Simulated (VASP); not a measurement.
P, 4 atoms in the cell. The cell holds a slab with vacuum, 4 atoms: a = 3.262 Å, b = 34.623 Å, c = 4.601 Å, α = 90.00°, β = 90.00°, γ = 90.00°. 

- Program: VASP 6.6.1
- Task: single point
- Functional: PBEsol
- Potentials or basis: VASP PAW PBE potentials, release 64 (P)
- Cutoff: 520 eV
- k mesh: 8 × 1 × 6
- Occupations: fermi-dirac, width 0.05 eV
- Spin: no spin polarisation
- Dipole correction: no
- Further INCAR settings: ALGO = Normal; EDIFF = 1e-06; NBANDS = 18

Potentials or basis: VASP PAW PBE potentials, release 64 (P).

Launch:

```console
$ cat potpaw_PBE.64/P/POTCAR > POTCAR
$ mpirun -np 1 vasp_std > vasp.out
```

Hardware: 1 thread of Intel(R) Xeon(R) Platinum 8488C (Sapphire Rapids), with other jobs on the host.

Problem. How long does it take, and how much memory?

Solution. Run time: 5.7 min on 1 thread of Intel(R) Xeon(R) Platinum 8488C (Sapphire Rapids), with other jobs on the host, peak memory 0.56 GiB. Counts: scf iterations 22, k points 20.
